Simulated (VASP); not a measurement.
# SiC12 in VASP: a series of runs, part 2 of 2

VASP 6.6.1. The steps go on from the part before.

### Step 4. Single point, PBE+D3(BJ), collinear spin

Contents of INCAR:

```
ALGO = Fast ; DIPOL = 0.5 0.5 0.308
EDIFF = 1E-6 ; ENCUT = 520
GGA = PE ; IDIPOL = 3
ISIF = 2 ; ISMEAR = 0
ISPIN = 2 ; IVDW = 12
KPAR = 4 ; LASPH = True
LCHARG = False ; LDIPOL = True
LORBIT = 11 ; LREAL = False
LWAVE = False ; MAGMOM = 0 0 0 0 0 0 0 0 0 0 0 0 2
NBANDS = 42 ; NELM = 150
PREC = Accurate ; SIGMA = 0.05
```

Contents of KPOINTS:

```
k-points
0
Gamma
  6 8 1
```

Contents of POSCAR:

```
SiC12
1.0
    4.9311586499      0.0000000000      0.0000000000
   -1.2327896625      3.3947778379      0.0000000000
    0.0000000000      0.0000000000     22.3359273566
C Si
12 1
Direct
    0.2500000000      0.0000000000      0.1790836770
    0.7500000000      0.0000000000      0.1790836770
    0.0000000000      0.0000000000      0.2109204464
    0.5000000000      0.0000000000      0.2109204464
    0.0000000000      0.0000000000      0.2746309355
    0.5000000000      0.0000000000      0.2746309355
    0.2500000000      0.0000000000      0.3057016522
    0.7500000000      0.0000000000      0.3057016522
    0.2500000000      0.0000000000      0.3723849422
    0.7500000000      0.0000000000      0.3723849422
    0.0000000000      0.0000000000      0.4000696821
    0.5000000000      0.0000000000      0.4000696821
    0.1666666667      0.0000000000      0.5119969802
```

Potentials or basis: VASP PAW PBE potentials, release 64 (C, Si).

Command:

```sh
$ cat potpaw_PBE.64/C/POTCAR potpaw_PBE.64/Si/POTCAR > POTCAR
$ mpirun -np 4 vasp_std > vasp.out
```

OUTCAR:

```text
EDIFF = 1E-6
   ENCUT = 520
   GGA = PE
   ISIF = 2
   ISMEAR = 0
   ISPIN = 2
   IVDW = 12
   LASPH = True
   LORBIT = 11
   LREAL = False
   NELM = 150
   PREC = Accurate
 IVDW          = 12

 ion  position               nearest neighbor table
   1  0.250  0.000  0.179-   3 1.42   4 1.42
   2  0.750  0.000  0.179-   3 1.42   4 1.42
   3  0.000  0.000  0.211-   5 1.42   2 1.42   1 1.42
   4  0.500  0.000  0.211-   6 1.42   2 1.42   1 1.42
   5  0.000  0.000  0.275-   7 1.41   8 1.41   3 1.42
   6  0.500  0.000  0.275-   7 1.41   8 1.41   4 1.42
   7  0.250  0.000  0.306-   5 1.41   6 1.41   9 1.49
   8  0.750  0.000  0.306-   5 1.41   6 1.41  10 1.49
   9  0.250  0.000  0.372-  11 1.38  12 1.38   7 1.49
  10  0.750  0.000  0.372-  11 1.38  12 1.38   8 1.49
  11  0.000  0.000  0.400-   9 1.38  10 1.38
  12  0.500  0.000  0.400-   9 1.38  10 1.38
  13  0.167  0.000  0.512-

  Warning from LATTYP: Monoclinic adjustment (A1->A3, A2->A1, A3->A2)!
  LATTYP: Found a simple monoclinic cell.
 ALAT       =     3.6116875447
 B/A-ratio  =     6.1843465361
 C/A-ratio  =     1.3653336810
 COS(beta)  =    -0.3413334202

  Lattice vectors:

 A1 = (  -1.2327896625,   3.3947778379,   0.0000000000)
 A2 = (   0.0000000000,   0.0000000000,  22.3359273566)
 A3 = (   4.9311586499,   0.0000000000,   0.0000000000)

Analysis of symmetry for initial positions (statically):
=====================================================================
 Subroutine PRICEL returns:
 Original cell was already a primitive cell.

 Routine SETGRP: Setting up the symmetry group for a
 simple monoclinic supercell.

 Subroutine GETGRP returns: Found  1 space group operations
 (whereof  1 operations were pure point group operations)
 out of a pool of  4 trial point group operations.

The static configuration has the point symmetry C_1 .

Analysis of symmetry for dynamics (positions and initial velocities):
=====================================================================
 Subroutine PRICEL returns:
 Original cell was already a primitive cell.

 Routine SETGRP: Setting up the symmetry group for a
 simple monoclinic supercell.

 Subroutine GETGRP returns: Found  1 space group operations
 (whereof  1 operations were pure point group operations)
 out of a pool of  4 trial point group operations.

The dynamic configuration has the point symmetry C_1 .

Analysis of structural, dynamic, and magnetic symmetry:
=====================================================================
 Subroutine PRICEL returns:
 Original cell was already a primitive cell.

 Routine SETGRP: Setting up the symmetry group for a
 simple monoclinic supercell.

 Subroutine GETGRP returns: Found  1 space group operations
 (whereof  1 operations were pure point group operations)
 out of a pool of  4 trial point group operations.

The overall configuration has the point symmetry C_1 .

 Subroutine INISYM returns: Found  1 space group operations
 (whereof  1 operations are pure point group operations),
 and found     1 'primitive' translations

----------------------------------------------------------------------------------------

                                     Primitive cell

[... 149 lines left out ...]
 NGX is ok and might be reduce to    40
   NGX = 19   NGY = 13   NGZ = 83

 dipolmoment           0.000000      0.000000      0.028926 electrons x Angstroem

 number of electron      52.0000001 magnetization       0.0000998

 number of electron      52.0000001 magnetization      -0.0001728

 dipolmoment           0.000000      0.000000     -0.208359 electrons x Angstroem

 Free energy of the ion-electron system (eV)
  ---------------------------------------------------
  ext. energy  EPLUGINS =         0.00000000
  ---------------------------------------------------
  free energy    TOTEN  =      -102.36742563 eV

  energy without entropy =     -102.35786033  energy(sigma->0) =     -102.36264298

 E-fermi :  -2.2436     XC(G=0):  -4.4584

 val. band max:       -2.2902014685   @ k =   0.5000   0.1250   0.0000
 cond. band min:      -2.2413548193   @ k =   0.0000   0.0000   0.0000
 fundamental gap:      0.0488466492
 Fermi energy:        -2.2435730885

 spin component 1

 k-point     1 :       0.0000    0.0000    0.0000
  band No.  band energies     occupation
      1     -20.9969      1.00000
      2     -19.3314      1.00000
      3     -16.9926      1.00000
      4     -16.7377      1.00000
      5     -16.6069      1.00000
      6     -15.0443      1.00000
[... 973 lines left out ...]
     37       4.5977      0.00000
     38       5.8869      0.00000

 [... further k-points ...]

 spin component 2

 k-point     1 :       0.0000    0.0000    0.0000
  band No.  band energies     occupation
      1     -20.9969      1.00000
      2     -19.3315      1.00000
      3     -16.9926      1.00000
      4     -16.7377      1.00000
      5     -16.6069      1.00000
      6     -15.0443      1.00000
[... 973 lines left out ...]
     37       4.5983      0.00000
     38       5.5771      0.00000

 [... further k-points ...]

 [bands above 38 left out]

------------------------ aborting loop because EDIFF is reached ----------------------------------------

 vacuum level on the upper side and lower side of the slab       (xc-potential included)        -1.099         1.100

 Edisp (eV)   -1.71075

 E8    (eV) :    -0.5263

  FORCE on cell =-STRESS in cart. coord.  units (eV):
  Direction    XX          YY          ZZ          XY          YZ          ZX
  --------------------------------------------------------------------------------------
  -------------------------------------------------------------------------------------
  Total      -1.82606    -2.45303    -5.46481     0.84038     0.05836     0.02131
  in kB      -7.82458   -10.51111   -23.41646     3.60099     0.25007     0.09131
  external pressure =      -13.92 kB  Pullay stress =        0.00 kB

 VOLUME and BASIS-vectors are now :
 -----------------------------------------------------------------------------
  energy-cutoff  :      520.00
  volume of cell :      373.91
      direct lattice vectors                 reciprocal lattice vectors
     4.931158650  0.000000000  0.000000000     0.202792096  0.073642522  0.000000000
    -1.232789663  3.394777838  0.000000000     0.000000000  0.294570086  0.000000000
     0.000000000  0.000000000 22.335927357     0.000000000  0.000000000  0.044770919

 POSITION                                       TOTAL-FORCE (eV/Angst)
 -----------------------------------------------------------------------------------
      1.23279      0.00000      4.00000         0.025347     -0.000832      2.133822
      3.69837      0.00000      4.00000        -0.025725      0.007336      2.150803
      0.00000      0.00000      4.71110         0.016678     -0.003715     -3.730872
      2.46558      0.00000      4.71110        -0.016822     -0.002991     -3.586485
      0.00000      0.00000      6.13414         0.027786     -0.006147      1.360389
      2.46558      0.00000      6.13414        -0.030094      0.002338      1.273726
      1.23279      0.00000      6.82813         0.065834      0.000704      0.444259
      3.69837      0.00000      6.82813        -0.059939      0.004637      0.486303
      1.23279      0.00000      8.31756         0.108099      0.006710     -2.350294
      3.69837      0.00000      8.31756        -0.152410      0.017483     -1.188980
      0.00000      0.00000      8.93593         0.885899     -0.092664      3.660404
      2.46558      0.00000      8.93593        -0.843454      0.036078      2.545422
      0.82186      0.00000     11.43593        -0.001200      0.031063     -3.198495
 -----------------------------------------------------------------------------------
    total drift:                               -0.000090     -0.000008      0.000200

  FREE ENERGIE OF THE ION-ELECTRON SYSTEM (eV)
  ---------------------------------------------------
  free  energy   TOTEN  =      -104.0781784003 eV

  energy  without entropy=     -104.0686131048  energy(sigma->0) =     -104.07339575

 vacuum level on the upper side and lower side of the slab         2.275         4.475

 total charge

# of ion       s       p       d       tot
------------------------------------------
    1        0.921   1.512   0.000   2.433
    2        0.921   1.511   0.000   2.432
    3        0.867   1.772   0.000   2.638
    4        0.866   1.773   0.000   2.639
    5        0.873   1.773   0.000   2.647
    6        0.871   1.777   0.000   2.648
    7        0.869   1.750   0.000   2.618
    8        0.867   1.747   0.000   2.614
    9        0.875   1.784   0.000   2.659
   10        0.869   1.787   0.000   2.656
   11        0.888   1.625   0.000   2.513
   12        0.894   1.615   0.000   2.509
   13        0.939   0.488   0.000   1.427
--------------------------------------------------
tot         11.520  20.913   0.000  32.433

 magnetization (x)

# of ion       s       p       d       tot
------------------------------------------
    1        0.000   0.000   0.000   0.000
    2        0.000   0.000   0.000   0.000
    3        0.000   0.000   0.000   0.000
    4        0.000   0.000   0.000   0.000
    5        0.000   0.000   0.000   0.000
    6        0.000   0.000   0.000   0.000
    7       -0.000  -0.000   0.000  -0.000
    8       -0.000  -0.000   0.000  -0.000
    9        0.000   0.000   0.000   0.000
   10        0.000   0.000   0.000   0.000
   11       -0.000  -0.000   0.000  -0.000
   12       -0.000  -0.000   0.000  -0.000
   13       -0.000  -0.000   0.000  -0.000
--------------------------------------------------
tot          0.000  -0.000   0.000  -0.000
```

It took 35 min on 4 MPI ranks of Oxide Virtual Turin-like, shared host; peak memory 0.98 GiB.

Results:

* Free energy: -104.0782 eV
* Largest force: 3.767 eV/Å
* Band gap on the k mesh: zero (filled and empty bands overlap)
* Net moment: 0.00 μB per cell
* Valence electrons inside the program's atomic spheres: C 2.43, 2.64, 2.65, 2.62, 2.61, 2.66, 2.51 (each value once); Si 1.43
* Dispersion energy per atom: -0.132 eV

Forces on the atoms (eV/Å):
```
C    0.025 -0.001  2.134
C   -0.026  0.007  2.151
C    0.017 -0.004 -3.731
C   -0.017 -0.003 -3.586
C    0.028 -0.006  1.360
C   -0.030  0.002  1.274
C    0.066  0.001  0.444
C   -0.060  0.005  0.486
C    0.108  0.007 -2.350
C   -0.152  0.017 -1.189
C    0.886 -0.093  3.660
C   -0.843  0.036  2.545
Si  -0.001  0.031 -3.198
```

### Step 5. Overview

```csv
cell,gap on the mesh (eV),moment (μB),largest force (eV/Å)
"as given, atomic positions A",none,0.26,3.52
"as given, atomic positions B",none,0.76,4.00
"as given, atomic positions C",none,0.00,3.77
```

Alike in all rows: task single point; level PBE+D3(BJ); potentials or basis VASP PAW PBE potentials, release 64 (C, Si); spin collinear; k mesh 6 × 8 × 1; cutoff (eV) 520; smearing gaussian 0.05 eV.

Caveats: a moment this small can come from the mesh or the smearing (at least some runs).

Total energies depend on the potentials used, so only differences within one code and one set of settings carry meaning.

The gap in the log of VASP goes by the Fermi energy; the results here count the filled bands.